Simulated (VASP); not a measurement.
**In3Cu: single point with PBEsol**

In3Cu:

```
In Cu
1.0
    -2.24313    2.24313    4.89264
     2.24313   -2.24313    4.89264
     2.24313    2.24313   -4.89264
In Cu
3 1
Direct
  0.75000 0.25000 0.50000
  0.25000 0.75000 0.50000
  0.50000 0.50000 0.00000
  0.00000 0.00000 0.00000
```

This cell differs from its parent crystal: Tl replaced by In, lengths x 0.990, strained.

```
Program             : VASP 6.6.1
Task                : single point
Functional          : PBEsol
Potentials or basis : VASP PAW PBE potentials, release 64 (In_d, Cu)
Cutoff              : 520 eV
k mesh              : 6 × 6 × 6
Occupations         : gaussian, width 0.1 eV
Spin                : no spin polarisation
```

The pressure is -5.6 GPa and the band gap on the k mesh is zero (band 25 reaches 8.29 eV, above the bottom of band 26 at 4.81 eV).

Stress tensor (GPa, compression positive):
```
-4.79  0.00  0.00
 0.00 -4.79  0.00
 0.00  0.00 -7.30
```

Levels at points of the mesh, in eV from the Fermi level:
```
           k point  band 22  band 23  band 24  band 25  band 26  band 27  band 28  band 29
(0.00, 0.00, 0.00)    -2.05    -1.26    -0.56     0.57     0.57     1.37     1.37     1.46
(0.50, 0.00, 0.00)    -2.17    -2.06    -1.52     1.62     1.86     2.00     2.03     4.20
(0.50, 0.50, 0.00)    -2.29    -2.06    -1.96    -1.74    -1.49     2.07     2.21     2.51
(0.50, 0.50, 0.50)    -2.12    -1.15    -1.15    -0.53     0.60     4.58     4.58     4.78
```

Run time: 120 s on 1 thread of Intel(R) Xeon(R) Platinum 8375C CPU @ 2.90GHz (Ice Lake), with other jobs on the host, peak memory 0.35 GiB.

Caveat: the cell differs from its parent crystal (Tl replaced by In, lengths x 0.990, strained); the PAW data sets were made with another functional, which shifts forces and pressure a little; spin-orbit coupling is left out, which moves the levels of the heavy elements.
